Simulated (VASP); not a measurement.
## Zr: single point with r2SCAN

Crystal: Zr.

```
Zr
1.0
    -1.79606    1.79606    1.79606
     1.79606   -1.79606    1.79606
     1.79606    1.79606   -1.79606
Zr
1
Cartesian
  0.0000 0.0000 0.0000
```

```yaml
Program: VASP 6.6.1
Task: single point
Functional: r2SCAN
Potentials_or_basis: VASP PAW PBE potentials, release 64 (Zr_sv)
Cutoff: 550 eV
k_mesh: 8 × 8 × 8
Occupations: gaussian, width 0.1 eV
Spin: no spin polarisation
```

| Property | Result |
| --- | --- |
| Pressure | -0.2 GPa |
| Band gap on the k mesh | zero (band 6 reaches 10.10 eV, above the bottom of band 7 at 8.20 eV) |

Levels at points of the mesh, in eV from the Fermi level:
| k point | band 2 | band 3 | band 4 | band 5 | band 6 | band 7 | band 8 | band 9 | band 10 | band 11 |
| --- | --- | --- | --- | --- | --- | --- | --- | --- | --- | --- |
| (0.00, 0.00, 0.00) | -27.00 | -27.00 | -27.00 | -5.72 | 1.31 | 1.31 | 1.31 | 3.85 | 3.85 | 12.94 |
| (0.50, 0.00, 0.00) | -28.02 | -27.32 | -27.01 | -2.93 | -0.61 | 1.50 | 3.88 | 4.55 | 6.63 | 10.43 |
| (0.50, 0.50, 0.50) | -27.69 | -27.69 | -27.69 | -2.73 | -2.73 | 5.94 | 5.94 | 5.94 | 7.82 | 7.82 |

It took 23 s on 1 thread of Intel(R) Xeon(R) Platinum 8488C (Sapphire Rapids) (shared host), peak memory 0.14 GiB.

Caveat: the PAW data sets were made with another functional, which shifts forces and pressure a little.
